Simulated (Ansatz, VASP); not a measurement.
Two plane-wave programs on KBr

The input INCAR:

```
SYSTEM = KBr
PREC = Accurate ; ENCUT = 500
EDIFF = 1E-6 ; ISMEAR = 0
SIGMA = 0.1 ; LREAL = .False.
LASPH = .True. ; NELM = 120
ALGO = Normal ; ISIF = 2
LWAVE = .False. ; LCHARG = .False.
GGA = PE ; NBANDS = 15
GGA_COMPAT = .False.
```

The input KPOINTS:

```
regular mesh
0
Gamma
  6 6 6
  0 0 0
```

Contents of POSCAR:

```
KBr
1.0
    0.0000000000      3.2945409700      3.2945409700
    3.2945409700      0.0000000000      3.2945409700
    3.2945409700      3.2945409700      0.0000000000
K Br
1 1
Direct
    0.0000000000      0.0000000000      0.0000000000
    0.5000000000      0.5000000000      0.5000000000
```

Input for Ansatz:

```yaml
crystal:
  lattice:
    - [0.0, 3.29454097, 3.29454097]
    - [3.29454097, 0.0, 3.29454097]
    - [3.29454097, 3.29454097, 0.0]
  atoms:
    - { symbol: K, position: [0.0, 0.0, 0.0] }
    - { symbol: Br, position: [0.5, 0.5, 0.5] }
basis:
  ecutwfc: 420
kpoints:
  mp_grid: { grid: [6, 6, 6] }
hamiltonian:
  xc: pbe
scf:
  occupations: { method: gaussian, width: 0.1 }
output:
  forces: true
  stress: true
  eigenvalues: true
```

Alike in both runs: task single point; functional PBE; k mesh 6 × 6 × 6; occupations gaussian, width 0.1 eV; no spin polarisation.

|  | VASP | Ansatz |
| --- | --- | --- |
| version | VASP 6.6.1 | Ansatz 0.2.0 |
| potentials or method | VASP PAW PBE potentials, release 64 (K_sv, Br), cutoff 500 eV | scalar-relativistic, plane waves, PAW |
| valence electrons in the cell | 16 | 16 |

```csv
,VASP,Ansatz,Ansatz less VASP
gap on the k mesh at the Fermi level (eV),4.45,4.45,+0.002
least direct gap on the mesh (eV),4.45,4.45,+0.002
pressure (GPa),0.8,0.8,-0.04
```

With one functional, cell and mesh, what is left measures potentials, basis and numerics.
